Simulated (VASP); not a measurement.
# Ga3Se (Pm-3m) in VASP: a series of runs

The runs below take Ga3Se through single point, with PBE.

Program: VASP 6.6.1. These are calculated values, not measurements. Logs are shortened: lines on timing, memory, paths and dates and some standing lists are left out, and cuts for length are marked.

### 1 The cell of the first run

The structure is cubic, space group Pm-3m (No. 221). The conventional cell has a = 4.391 Å, b = 4.391 Å, c = 4.391 Å, α = 90.00°, β = 90.00°, γ = 90.00°. Ga (site symmetry 4/mmm) has 8 Ga at 3.10 Å and 4 Se at 3.10 Å within 4.1 Å. Within 4.1 Å of Se (site symmetry m-3m) lie 12 Ga at 3.10 Å.

### 2 Single point, PBE (strained)

Input file INCAR:

```
SYSTEM = Ga3Se
  PREC = Accurate
  ENCUT = 520
  EDIFF = 1E-6
  ISMEAR = 0
  SIGMA = 0.1
  LREAL = .FALSE.
  LASPH = .TRUE.
  NELM = 100
  ALGO = Normal
  ISIF = 2
  LWAVE = .FALSE.
  LCHARG = .TRUE.
  GGA = PE
  LELF = .TRUE.
  LVHAR = .TRUE.
  NBANDS = 30
```

Input file KPOINTS:

```
regular mesh
0
G
  10 10 10
  0 0 0
```

Input file POSCAR:

```
Ga3Se
1.0
    4.3907555043      0.0000000000      0.0000000000
    0.0000000000      4.3907555043      0.0000000000
    0.0000000000      0.0000000000      4.3907555043
Ga Se
3 1
Direct
    0.0000000000      0.5000000000      0.5000000000
    0.5000000000      0.0000000000      0.5000000000
    0.5000000000      0.5000000000      0.0000000000
    0.0000000000      0.0000000000      0.0000000000
```

Potentials or basis: VASP PAW PBE potentials, release 64 (Ga_d, Se).

Started as:

```bash
> cat potpaw_PBE.64/Ga_d/POTCAR potpaw_PBE.64/Se/POTCAR > POTCAR
> mpirun -np 1 vasp_std > vasp.out
```

OUTCAR:

```text
SYSTEM = Ga3Se
   PREC = Accurate
   ENCUT = 520
   EDIFF = 1E-6
   ISMEAR = 0
   LREAL = .FALSE.
   LASPH = .TRUE.
   NELM = 100
   ISIF = 2
   GGA = PE

 ion  position               nearest neighbor table
   1  0.000  0.500  0.500-
   2  0.500  0.000  0.500-
   3  0.500  0.500  0.000-
   4  0.000  0.000  0.000-

  LATTYP: Found a simple cubic cell.
 ALAT       =     4.3907555043

  Lattice vectors:

 A1 = (   4.3907555043,   0.0000000000,   0.0000000000)
 A2 = (   0.0000000000,   4.3907555043,   0.0000000000)
 A3 = (   0.0000000000,   0.0000000000,   4.3907555043)

Analysis of symmetry for initial positions (statically):
=====================================================================
 Subroutine PRICEL returns:
 Original cell was already a primitive cell.

 Routine SETGRP: Setting up the symmetry group for a
 simple cubic supercell.

 Subroutine GETGRP returns: Found 48 space group operations
 (whereof 48 operations were pure point group operations)
 out of a pool of 48 trial point group operations.

The static configuration has the point symmetry O_h .

Analysis of symmetry for dynamics (positions and initial velocities):
=====================================================================
 Subroutine PRICEL returns:
 Original cell was already a primitive cell.

 Routine SETGRP: Setting up the symmetry group for a
 simple cubic supercell.

 Subroutine GETGRP returns: Found 48 space group operations
 (whereof 48 operations were pure point group operations)
 out of a pool of 48 trial point group operations.

The dynamic configuration has the point symmetry O_h .

 Subroutine INISYM returns: Found 48 space group operations
 (whereof 48 operations are pure point group operations),
 and found     1 'primitive' translations

----------------------------------------------------------------------------------------

                                     Primitive cell

  volume of cell :      84.6482

  direct lattice vectors                    reciprocal lattice vectors
     4.390755504  0.000000000  0.000000000     0.227751238  0.000000000  0.000000000
     0.000000000  4.390755504  0.000000000     0.000000000  0.227751238  0.000000000
     0.000000000  0.000000000  4.390755504     0.000000000  0.000000000  0.227751238

  length of vectors
     4.390755504  4.390755504  4.390755504     0.227751238  0.227751238  0.227751238

  position of ions in fractional coordinates (direct lattice)
     0.000000000  0.500000000  0.500000000
     0.500000000  0.000000000  0.500000000
     0.500000000  0.500000000  0.000000000
     0.000000000  0.000000000  0.000000000

  ion indices of the primitive-cell ions
   primitive index   ion index
                 1           1
                 2           2
                 3           3
                 4           4

----------------------------------------------------------------------------------------

 KPOINTS: regular mesh

Automatic generation of k-mesh.
 Grid dimensions read from file:
 generate k-points for:   10   10   10

 Generating k-lattice:

  Cartesian coordinates                     Fractional coordinates (reciprocal lattice)
     0.022775124  0.000000000  0.000000000     0.100000000  0.000000000  0.000000000
     0.000000000  0.022775124  0.000000000     0.000000000  0.100000000  0.000000000
     0.000000000  0.000000000  0.022775124     0.000000000  0.000000000  0.100000000

  Length of vectors
     0.022775124  0.022775124  0.022775124

  Shift w.r.t. Gamma in fractional coordinates (k-lattice)
     0.000000000  0.000000000  0.000000000

 Subroutine IBZKPT returns following result:
 ===========================================

 Found     56 irreducible k-points:

 Following reciprocal coordinates:
            Coordinates               Weight
  0.000000  0.000000  0.000000      1.000000
  0.100000  0.000000  0.000000      6.000000
  0.200000  0.000000  0.000000      6.000000
  0.300000  0.000000  0.000000      6.000000
  0.400000  0.000000  0.000000      6.000000
  0.500000  0.000000  0.000000      3.000000
[... 16 lines left out ...]
  0.200000  0.100000  0.100000     24.000000
  0.300000  0.100000  0.100000     24.000000
 [... further k-points ...]
   k-points           NKPTS =     56   k-points in BZ     NKDIM =     56   number of bands    NBANDS=     30
   number of dos      NEDOS =    301   number of ions     NIONS =      4
   total plane-waves  NPLWV =  46656
   dimension x,y,z NGX =    36 NGY =   36 NGZ =   36
   dimension x,y,z NGXF=    72 NGYF=   72 NGZF=   72
   ions per type =               3   1
   NGX,Y,Z   is equivalent  to a cutoff of  13.63, 13.63, 13.63 a.u.
   NGXF,Y,Z  is equivalent  to a cutoff of  27.26, 27.26, 27.26 a.u.
 SYSTEM =  Ga3Se
   PREC   = accura    normal or accurate (medium, high low for compatibility)
   ISTART =      0    job   : 0-new  1-cont  2-samecut
   ICHARG =      2    charge: 1-file 2-atom 10-const
   ISPIN  =      1    spin polarized calculation?
   LNONCOLLINEAR =      F non collinear calculations
   LSORBIT =      F    spin-orbit coupling
   LASPH  =      T    aspherical Exc in radial PAW
   ENCUT  =  520.0 eV  38.22 Ry    6.18 a.u.   8.16  8.16  8.16*2*pi/ulx,y,z
   NELM   =    100;   NELMIN=  2; NELMDL= -5     # of ELM steps
   EDIFF  = 0.1E-05   stopping-criterion for ELM
   LREAL  =      F    real-space projection
   EDIFFG = 0.1E-04   stopping-criterion for IOM
   NSW    =      0    number of steps for IOM
   IBRION =     -1    ionic relax: 0-MD 1-quasi-New 2-CG
   NFREE  =      0    steps in history (QN), initial steepest desc. (CG)
   ISIF   =      2    stress and relaxation
   ISYM   =      2    0-nonsym 1-usesym 2-fastsym
   POTIM  = 0.5000    time-step for ionic-motion
   TEBEG  =    0.0;   TEEND  =   0.0 temperature during run
   PSTRESS=    0.0 pullay stress
   NELECT =      45.0000    total number of electrons
   NUPDOWN=      -1.0000    fix difference up-down
   EMIN   =  10.00;   EMAX   =-10.00  energy-range for DOS
   EFERMI =   0.00;   METHOD = LEGACY
   ISMEAR =     0;   SIGMA  =   0.10  broadening in eV -4-tet -1-fermi 0-gaus
   EFERMI_NEDOS =   21; number of points for ismear=-14 and -15
   IALGO  =     38    algorithm
   IMIX   =      4    mixing-type and parameters
     AMIX     =   0.40;   BMIX     =  1.00
     AMIX_MAG =   1.60;   BMIX_MAG =  1.00
  volume/ion in A,a.u.               =      21.16       142.81
  Fermi-wavevector in a.u.,A,eV,Ry     =   1.326192  2.506140 23.929727  1.758785
  Thomas-Fermi vector in A             =   2.455597
   LORBIT       =      0    0 simple, 1 ext, 2 COOP (PROOUT), +10 PAW based schemes
   GGA     = PE    functional components
   LHFCALC =     F    Hartree Fock is set to
   AEXX    =    0.0000 exact exchange contribution
   IVDW    =     0    specifies the selected vdW correction
   LEPSILON=     F    determine dielectric tensor
   LRPA    =     F    only Hartree local field effects (RPA)
 non-spin polarized calculation
 Gauss-broadening in eV      SIGMA  =   0.10
  energy-cutoff  :      520.00
  volume of cell :       84.65
 maximum number of plane-waves:      2301
 NGX is ok and might be reduce to    36
   NGX = 17   NGY = 17   NGZ = 17

 number of electron      44.9999972 magnetization

 Free energy of the ion-electron system (eV)
  ---------------------------------------------------
  ext. energy  EPLUGINS =         0.00000000
  ---------------------------------------------------
  free energy    TOTEN  =       -12.41785049 eV

  energy without entropy =      -12.40546374  energy(sigma->0) =      -12.41165712

 E-fermi :   4.8759     XC(G=0): -10.4036

 val. band max:        4.8634916590   @ k =   0.4000   0.3000   0.1000
 cond. band min:       4.8857308356   @ k =   0.2000   0.1000   0.1000
 fundamental gap:      0.0222391766
 Fermi energy:         4.8758838543

 k-point     1 :       0.0000    0.0000    0.0000
  band No.  band energies     occupation
      1     -10.1777      2.00000
      2     -10.1488      2.00000
      3     -10.1488      2.00000
      4     -10.1488      2.00000
      5     -10.0953      2.00000
      6     -10.0953      2.00000
[... 22 lines left out ...]
     29      10.9702      0.00000
     30      12.0857      0.00000

 k-point     2 :       0.1000    0.0000    0.0000
  band No.  band energies     occupation
      1     -10.1706      2.00000
      2     -10.1475      2.00000
      3     -10.1435      2.00000
      4     -10.1435      2.00000
      5     -10.0945      2.00000
      6     -10.0915      2.00000
[... 22 lines left out ...]
     29      11.3107      0.00000
     30      12.1585      0.00000

 k-point     3 :       0.2000    0.0000    0.0000
  band No.  band energies     occupation
      1     -10.1508      2.00000
      2     -10.1440      2.00000
      3     -10.1282      2.00000
      4     -10.1282      2.00000
      5     -10.0922      2.00000
      6     -10.0805      2.00000
[... 22 lines left out ...]
     29      11.9598      0.00000
     30      12.3539      0.00000

 k-point     4 :       0.3000    0.0000    0.0000
  band No.  band energies     occupation
      1     -10.1395      2.00000
      2     -10.1230      2.00000
      3     -10.1046      2.00000
      4     -10.1046      2.00000
      5     -10.0885      2.00000
      6     -10.0645      2.00000
[... 22 lines left out ...]
     29      11.8131      0.00000
     30      12.2044      0.00000

 k-point     5 :       0.4000    0.0000    0.0000
  band No.  band energies     occupation
      1     -10.1355      2.00000
      2     -10.0990      2.00000
      3     -10.0782      2.00000
      4     -10.0768      2.00000
      5     -10.0768      2.00000
      6     -10.0478      2.00000
[... 22 lines left out ...]
     29      10.6764      0.00000
     30      11.5203      0.00000
[... 526 lines left out ...]
     29      10.3115      0.00000
     30      12.6889      0.00000

 k-point    22 :       0.1000    0.1000    0.1000
  band No.  band energies     occupation
      1     -10.1590      2.00000
      2     -10.1399      2.00000
      3     -10.1358      2.00000
      4     -10.1358      2.00000
      5     -10.0879      2.00000
      6     -10.0879      2.00000
[... 22 lines left out ...]
     29      11.5824      0.00000
     30      12.1080      0.00000

 k-point    23 :       0.2000    0.1000    0.1000
  band No.  band energies     occupation
      1     -10.1457      2.00000
      2     -10.1330      2.00000
      3     -10.1232      2.00000
      4     -10.1210      2.00000
      5     -10.0852      2.00000
      6     -10.0759      2.00000
[... 22 lines left out ...]
     29      11.0878      0.00000
     30      12.1461      0.00000

 k-point    24 :       0.3000    0.1000    0.1000
  band No.  band energies     occupation
      1     -10.1335      2.00000
      2     -10.1195      2.00000
      3     -10.1033      2.00000
      4     -10.0959      2.00000
      5     -10.0815      2.00000
      6     -10.0589      2.00000
[... 22 lines left out ...]
     29      10.1492      0.00000
     30      12.3311      0.00000

 [... further k-points ...]

------------------------ aborting loop because EDIFF is reached ----------------------------------------

  FORCE on cell =-STRESS in cart. coord.  units (eV):
  Direction    XX          YY          ZZ          XY          YZ          ZX
  --------------------------------------------------------------------------------------
  -------------------------------------------------------------------------------------
  Total        0.3345168      0.3345168      0.3345168      0.0000000      0.0000000      0.0000000
  in kB        6.3315596      6.3315596      6.3315596      0.0000000      0.0000000      0.0000000
  external PRESSURE =       6.3315596 kB  Pullay stress =       0.0000000 kB

 VOLUME and BASIS-vectors are now :
 -----------------------------------------------------------------------------
  energy-cutoff  :      520.00
  volume of cell :       84.65
      direct lattice vectors                 reciprocal lattice vectors
     4.390755504  0.000000000  0.000000000     0.227751238  0.000000000  0.000000000
     0.000000000  4.390755504  0.000000000     0.000000000  0.227751238  0.000000000
     0.000000000  0.000000000  4.390755504     0.000000000  0.000000000  0.227751238

 POSITION                                       TOTAL-FORCE (eV/Angst)
 -----------------------------------------------------------------------------------
      0.00000      2.19538      2.19538         0.000000      0.000000      0.000000
      2.19538      0.00000      2.19538         0.000000      0.000000      0.000000
      2.19538      2.19538      0.00000         0.000000      0.000000      0.000000
      0.00000      0.00000      0.00000         0.000000      0.000000      0.000000
 -----------------------------------------------------------------------------------
    total drift:                                0.000000      0.000000      0.000000

  FREE ENERGIE OF THE ION-ELECTRON SYSTEM (eV)
  ---------------------------------------------------
  free  energy   TOTEN  =       -12.4178504923 eV

  energy  without entropy=      -12.4054637432  energy(sigma->0) =      -12.41165712
```

It took 2.1 min on 1 thread of Intel Xeon 8259CL, shared host; peak memory 0.28 GiB.

Results:

```yaml
Free_energy: -12.4179 eV
Pressure: 0.6 GPa
Band_gap_on_the_k_mesh: zero (an odd number of electrons rules out a gap without spin polarisation)
```

Caveat: the cell differs from its parent crystal (strained).

(Continued in part 2 of 2.)
